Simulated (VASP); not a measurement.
The system is SnO2.

```
Sn O
1.0
     4.73800    0.00000    0.00000
     0.00000    4.73800    0.00000
     0.00000    0.00000    3.18650
Sn O
2 4
Direct
  0.00000 0.00000 0.00000
  0.50000 0.50000 0.50000
  0.30710 0.30710 0.00000
  0.19290 0.80710 0.50000
  0.69290 0.69290 0.00000
  0.80710 0.19290 0.50000
```

| Property | Result |
| --- | --- |
| Program | VASP 6.6.1 |
| Task | relaxation of cell and atoms |
| Functional | RPBE |
| Potentials or basis | VASP PAW PBE potentials, release 64 (Sn_d, O) |
| Cutoff | 600 eV |
| k mesh | 6 × 6 × 8 |
| Occupations | gaussian, width 0.01 eV |
| Spin | no spin polarisation |

At the start: pressure 15.8 GPa; volume 11.92 Å³/atom.

Question: Where does the relaxation end?

Answer: Over 11 steps the energy falls by 44.6 meV/atom and the volume is 12.91 Å³/atom (+8.3 %); space group P4_2/mnm (No. 136, to 0.1 Å) before and after.

The path:
```csv
step,energy change (eV),largest force (eV/Å),pressure (GPa),volume (Å³)
1,0.0000,0.3254,15.83,71.53
2,0.0578,0.4277,-12.07,84.43
3,-0.2610,0.1219,-0.07,77.20
4,-0.2611,0.1151,0.21,77.09
5,-0.2666,0.0227,0.06,77.33
6,-0.2674,0.0264,0.00,77.46
7,-0.2674,0.0236,0.03,77.46
8,-0.2675,0.0027,-0.06,77.48
9,-0.2675,0.0024,-0.08,77.49
10,-0.2675,0.0021,0.10,77.42
11,-0.2675,0.0020,0.01,77.46
```

Final structure:
```
CELL_PARAMETERS angstrom
4.87781 0.00000 0.00000
0.00000 4.87781 0.00000
0.00000 0.00000 3.25554
ATOMIC_POSITIONS crystal
Sn 0.00000 0.00000 0.00000
Sn 0.50000 0.50000 0.50000
O 0.30686 0.30686 0.00000
O 0.19314 0.80686 0.50000
O 0.69314 0.69314 0.00000
O 0.80686 0.19314 0.50000
```

Caveat: the PAW data sets were made with another functional, which shifts forces and pressure a little.
